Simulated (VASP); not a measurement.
# Pt (Cmcm) in VASP: notebook, part 2 of 2

VASP 6.6.1. Earlier steps stand in the parts before.

## Step 3: Relaxation of cell and atoms, PBEsol

INCAR

```
ALGO = Fast
EDIFF = 1E-6
EDIFFG = -0.015
ENCUT = 600
GGA = PS
IBRION = 2
ISIF = 3
ISMEAR = 0
LASPH = T
LCHARG = F
LREAL = F
LWAVE = F
NELM = 100
NSW = 80
PREC = Accurate
SIGMA = 0.1
```

KPOINTS

```
k-points
0
Gamma
  8 8 8
```

POSCAR

```
Pt
1.0
    2.7249830564      0.0000000000      4.7056091967
    2.7249830564      0.0000000000     -4.7056091967
   -2.7249830564      4.7210449852      0.0000000000
Pt
8
Direct
    0.2922232741      0.0422232741      0.3344465482
    0.2922232741      0.0422232741      0.8344465482
    0.7922232741      0.5422232741      0.3344465482
    0.7922232741      0.5422232741      0.8344465482
    0.7077767259      0.9577767259      0.6655534518
    0.7077767259      0.9577767259      0.1655534518
    0.2077767259      0.4577767259      0.6655534518
    0.2077767259      0.4577767259      0.1655534518
```

Potentials or basis: VASP PAW PBE potentials, release 64 (Pt).

Started as:

```bash
> cat potpaw_PBE.64/Pt/POTCAR > POTCAR
> mpirun -np 1 vasp_std > vasp.out
```

OUTCAR:

```text
EDIFF = 1E-6
   EDIFFG = -0.015
   ENCUT = 600
   GGA = PS
   IBRION = 2
   ISIF = 3
   ISMEAR = 0
   LASPH = T
   LREAL = F
   NELM = 100
   NSW = 80
   PREC = Accurate

 ion  position               nearest neighbor table
   1  0.292  0.042  0.334-   3 2.72   3 2.72   4 2.73   2 2.73   2 2.73   4 2.73   7 2.82   5 2.82
                             8 2.83   6 2.83   8 2.83   6 2.83
   2  0.292  0.042  0.834-   4 2.72   4 2.72   1 2.73   1 2.73   3 2.73   3 2.73   8 2.82   6 2.82
                             5 2.83   7 2.83   7 2.83   5 2.83
   3  0.792  0.542  0.334-   1 2.72   1 2.72   4 2.73   4 2.73   2 2.73   2 2.73   7 2.82   5 2.82
                             8 2.83   6 2.83   6 2.83   8 2.83
   4  0.792  0.542  0.834-   2 2.72   2 2.72   3 2.73   3 2.73   1 2.73   1 2.73   8 2.82   6 2.82
                             5 2.83   7 2.83   5 2.83   7 2.83
   5  0.708  0.958  0.666-   7 2.72   7 2.72   8 2.73   6 2.73   6 2.73   8 2.73   1 2.82   3 2.82
                             2 2.83   4 2.83   2 2.83   4 2.83
   6  0.708  0.958  0.166-   8 2.72   8 2.72   5 2.73   5 2.73   7 2.73   7 2.73   2 2.82   4 2.82
                             3 2.83   1 2.83   1 2.83   3 2.83
   7  0.208  0.458  0.666-   5 2.72   5 2.72   8 2.73   8 2.73   6 2.73   6 2.73   1 2.82   3 2.82
                             2 2.83   4 2.83   4 2.83   2 2.83
   8  0.208  0.458  0.166-   6 2.72   6 2.72   7 2.73   7 2.73   5 2.73   5 2.73   2 2.82   4 2.82
                             3 2.83   1 2.83   3 2.83   1 2.83

  LATTYP: Found a face centered orthorhombic cell.
 ALAT       =     5.4499661128
 B/A-ratio  =     1.7268398002
 C/A-ratio  =     1.7325043450

  Lattice vectors:

 A1 = (   0.0000000000,   4.7210449852,  -4.7056091967)
 A2 = (   2.7249830564,   4.7210449852,   0.0000000000)
 A3 = (   2.7249830564,   0.0000000000,  -4.7056091967)

Analysis of symmetry for initial positions (statically):
=====================================================================
 Subroutine PRICEL returns following result:

  LATTYP: Found a base centered orthorhombic cell.
 ALAT       =     2.7249830564
 B/A-ratio  =     1.7325043450
 C/A-ratio  =     1.7268398002

  Lattice vectors:

 A1 = (  -1.3624915282,  -2.3605224926,   0.0000000000)
 A2 = (  -1.3624915282,   2.3605224926,   0.0000000000)
 A3 = (  -0.0000000000,   0.0000000000,  -4.7056091967)

   4 primitive cells build up your supercell.

 Routine SETGRP: Setting up the symmetry group for a
 face centered orthorhombic supercell.

 Subroutine GETGRP returns: Found  8 space group operations
 (whereof  4 operations were pure point group operations)
 out of a pool of  8 trial point group operations.

The static configuration has the point symmetry C_2h.
 The point group associated with its full space group is D_2h.

Analysis of symmetry for dynamics (positions and initial velocities):
=====================================================================
 Subroutine PRICEL returns following result:

  LATTYP: Found a base centered orthorhombic cell.
 ALAT       =     2.7249830564
 B/A-ratio  =     1.7325043450
 C/A-ratio  =     1.7268398002

  Lattice vectors:

 A1 = (  -1.3624915282,  -2.3605224926,   0.0000000000)
 A2 = (  -1.3624915282,   2.3605224926,   0.0000000000)
 A3 = (  -0.0000000000,   0.0000000000,  -4.7056091967)

   4 primitive cells build up your supercell.

 Routine SETGRP: Setting up the symmetry group for a
 face centered orthorhombic supercell.

[... 89 lines left out ...]
   total plane-waves  NPLWV = 110592
   dimension x,y,z NGX =    48 NGY =   48 NGZ =   48
   dimension x,y,z NGXF=    96 NGYF=   96 NGZF=   96
   ions per type =               8
   NGX,Y,Z   is equivalent  to a cutoff of  14.68, 14.68, 14.64 a.u.
   NGXF,Y,Z  is equivalent  to a cutoff of  29.35, 29.35, 29.28 a.u.
 SYSTEM =  unknown system
   PREC   = accura    normal or accurate (medium, high low for compatibility)
   ISTART =      0    job   : 0-new  1-cont  2-samecut
   ICHARG =      2    charge: 1-file 2-atom 10-const
   ISPIN  =      1    spin polarized calculation?
   LNONCOLLINEAR =      F non collinear calculations
   LSORBIT =      F    spin-orbit coupling
   LASPH  =      T    aspherical Exc in radial PAW
   ENCUT  =  600.0 eV  44.10 Ry    6.64 a.u.  10.86 10.86 10.89*2*pi/ulx,y,z
   NELM   =    100;   NELMIN=  2; NELMDL= -5     # of ELM steps
   EDIFF  = 0.1E-05   stopping-criterion for ELM
   LREAL  =      F    real-space projection
   EDIFFG = -.1E-01   stopping-criterion for IOM
   NSW    =     80    number of steps for IOM
   IBRION =      2    ionic relax: 0-MD 1-quasi-New 2-CG
   NFREE  =      1    steps in history (QN), initial steepest desc. (CG)
   ISIF   =      3    stress and relaxation
   ISYM   =      2    0-nonsym 1-usesym 2-fastsym
   POTIM  = 0.5000    time-step for ionic-motion
   TEBEG  =    0.0;   TEEND  =   0.0 temperature during run
   PSTRESS=    0.0 pullay stress
   NELECT =      80.0000    total number of electrons
   NUPDOWN=      -1.0000    fix difference up-down
   EMIN   =  10.00;   EMAX   =-10.00  energy-range for DOS
   EFERMI =   0.00;   METHOD = LEGACY
   ISMEAR =     0;   SIGMA  =   0.10  broadening in eV -4-tet -1-fermi 0-gaus
   EFERMI_NEDOS =   21; number of points for ismear=-14 and -15
   IALGO  =     68    algorithm
   IMIX   =      4    mixing-type and parameters
     AMIX     =   0.40;   BMIX     =  1.00
     AMIX_MAG =   1.60;   BMIX_MAG =  1.00
  volume/ion in A,a.u.               =      15.13       102.13
  Fermi-wavevector in a.u.,A,eV,Ry     =   1.425899  2.694559 27.663218  2.033189
  Thomas-Fermi vector in A             =   2.546234
   LORBIT       =      0    0 simple, 1 ext, 2 COOP (PROOUT), +10 PAW based schemes
   GGA     = PS    functional components
   LHFCALC =     F    Hartree Fock is set to
   AEXX    =    0.0000 exact exchange contribution
   IVDW    =     0    specifies the selected vdW correction
   LEPSILON=     F    determine dielectric tensor
   LRPA    =     F    only Hartree local field effects (RPA)
 conjugate gradient relaxation of ions
 non-spin polarized calculation
 RMM-DIIS sequential band-by-band and
 Gauss-broadening in eV      SIGMA  =   0.10
  energy-cutoff  :      600.00
  volume of cell :      121.07
 maximum number of plane-waves:      4062
 NGX is ok and might be reduce to    48
   NGX = 21   NGY = 21   NGZ = 21

--------------------------------------- Ionic step        1  -------------------------------------------

 number of electron      80.0000002 magnetization

 Free energy of the ion-electron system (eV)
  ---------------------------------------------------
  ext. energy  EPLUGINS =         0.00000000
  ---------------------------------------------------
  free energy    TOTEN  =       -55.23325614 eV

  energy without entropy =      -55.16058850  energy(sigma->0) =      -55.19692232

------------------------ aborting loop because EDIFF is reached ----------------------------------------

  FORCE on cell =-STRESS in cart. coord.  units (eV):
  Direction    XX          YY          ZZ          XY          YZ          ZX
  --------------------------------------------------------------------------------------
  -------------------------------------------------------------------------------------
  Total       -0.0511643      0.0631239     -0.6110632      0.0000000     -0.0000000      0.0000000
  in kB       -0.6770647      0.8353268     -8.0862829      0.0000000     -0.0000000      0.0000000
  external PRESSURE =      -2.6426736 kB  Pullay stress =       0.0000000 kB
[... 155 lines left out ...]
--------------------------------------- Ionic step        5  -------------------------------------------

 number of electron      80.0000002 magnetization

 Free energy of the ion-electron system (eV)
  ---------------------------------------------------
  ext. energy  EPLUGINS =         0.00000000
  ---------------------------------------------------
  free energy    TOTEN  =       -55.23418070 eV

  energy without entropy =      -55.16063039  energy(sigma->0) =      -55.19740555

 E-fermi :  11.0302     XC(G=0): -13.6106

 val. band max:       11.0298740262   @ k =  -0.3750   0.0000   0.1250
 cond. band min:      11.0304929685   @ k =  -0.2500   0.3750   0.1250
 fundamental gap:      0.0006189423
 Fermi energy:        11.0302291808

 k-point     1 :       0.0000    0.0000    0.0000
  band No.  band energies     occupation
      1       0.7790      2.00000
      2       3.5221      2.00000
      3       4.0428      2.00000
      4       4.0428      2.00000
      5       4.0428      2.00000
      6       4.0428      2.00000
[... 1213 lines left out ...]
     47      15.6421      0.00000
     48      16.2345      0.00000

 [... further k-points ...]

------------------------ aborting loop because EDIFF is reached ----------------------------------------

  FORCE on cell =-STRESS in cart. coord.  units (eV):
  Direction    XX          YY          ZZ          XY          YZ          ZX
  --------------------------------------------------------------------------------------
  -------------------------------------------------------------------------------------
  Total        0.0075018     -0.0067861     -0.0021692      0.0000000     -0.0000000      0.0000000
  in kB        0.0993946     -0.0899118     -0.0287408      0.0000000     -0.0000000      0.0000000
  external PRESSURE =      -0.0064194 kB  Pullay stress =       0.0000000 kB
[... 23 lines left out ...]
  FREE ENERGIE OF THE ION-ELECTRON SYSTEM (eV)
  ---------------------------------------------------
  free  energy   TOTEN  =       -55.2341807021 eV

  energy  without entropy=      -55.1606303879  energy(sigma->0) =      -55.19740555

 reached required accuracy - stopping structural energy minimisation
```

It took 68 min on 1 thread of Oxide Virtual Turin-like, shared host; peak memory 0.63 GiB.

What came out:

```yaml
Free_energy: -55.2342 eV
Relaxed_volume: 15.12 Å³/atom
Relaxed_cell: a = 5.427 Å, b = 5.427 Å, c = 5.457 Å, α = 104.54°, β = 104.54°, γ = 119.68°
Space_group_after_relaxing_to_0.1_Å: P6_3/mmc (No. 194)
Energy_gained_by_relaxing: 0.1 meV/atom
Ionic_steps: 5
Pressure_after_relaxing: 0.0 GPa
Largest_force_after_relaxing: 0.006 eV/Å
Band_gap_on_the_k_mesh: zero (bands 40 and 41 overlap by 0.96 eV)
```

Forces in eV/Å, atoms in the order of the input:
```
Pt   0.000 -0.006  0.000
Pt   0.000 -0.006  0.000
Pt   0.000 -0.006  0.000
Pt   0.000 -0.006  0.000
Pt   0.000  0.006  0.000
Pt   0.000  0.006  0.000
Pt   0.000  0.006  0.000
Pt   0.000  0.006  0.000
```

Step by step:
```
step  energy change (eV)  largest force (eV/Å)  pressure (GPa)  volume (Å³)
   1              0.0000                0.0062           -0.26       121.07
   2             -0.0003                0.0053            0.69       120.64
   3             -0.0007                0.0064            0.28       120.82
   4             -0.0006                0.0052           -0.31       121.04
   5             -0.0009                0.0064            0.00       120.92
```

Final structure:
```xyz
8
Lattice="2.7264 0.0000 4.6919 2.7264 0.0000 -4.6919 -2.7264 4.7266 0.0000" Properties=species:S:1:pos:R:3 pbc="T T T"
Pt    0.0000    1.5804    1.1730
Pt   -1.3632    3.9437    1.1730
Pt    2.7264    1.5804    1.1730
Pt    1.3632    3.9437    1.1730
Pt    2.7264    3.1462   -1.1730
Pt    4.0896    0.7829   -1.1730
Pt    0.0000    3.1462   -1.1730
Pt    1.3632    0.7829   -1.1730
```

Caveat: the PAW data sets were made with another functional, which shifts forces and pressure a little; spin-orbit coupling is left out, which moves the levels of the heavy elements.
